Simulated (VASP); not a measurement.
A run of VASP 6.6.1 is set up as follows.

The input INCAR:

```
PREC = Accurate
ENCUT = 600
EDIFF = 1E-8
ISMEAR = -1
SIGMA = 0.05
LREAL = F
LASPH = T
NELM = 60
ALGO = Normal
ISIF = 3
LWAVE = F
LCHARG = F
GGA = PS
NBANDS = 18
IBRION = 6
NFREE = 2
POTIM = 0.015
NSW = 1
```

The input KPOINTS:

```
regular mesh
0
Gamma
  6 6 6
```

File POSCAR:

```
TiAl3
1.0
    3.9556712500      0.0000000000      0.0000000000
    0.0000000000      3.9556712500      0.0000000000
    0.0000000000      0.0000000000      3.9556712500
Ti Al
1 3
Direct
    0.0000000000      0.0000000000      0.0000000000
    0.0000000000      0.5000000000      0.5000000000
    0.5000000000      0.0000000000      0.5000000000
    0.5000000000      0.5000000000      0.0000000000
```

Potentials or basis: VASP PAW PBE potentials, release 64 (Ti_sv, Al).

Run with:

```console
$ cat potpaw_PBE.64/Ti_sv/POTCAR potpaw_PBE.64/Al/POTCAR > POTCAR
$ mpirun -np 1 vasp_std > vasp.out
```

**Question.** Predict the elastic constants C11, C12, C44.

**Answer.** 205, 63, 81 GPa.

**Question.** What does it give for the Voigt bulk modulus?

**Answer.** 110 GPa.

**Question.** Estimate the highest phonon frequency at Γ.

**Answer.** 353 cm⁻¹.

Phonon frequencies in cm⁻¹ (negative: imaginary):
```csv
q point,frequencies
"(0.000, 0.000, 0.000)",0 0 0 261 261 261 279 279 279 353 353 353
```

Caveat: the PAW data sets were made with another functional, which shifts forces and pressure a little.
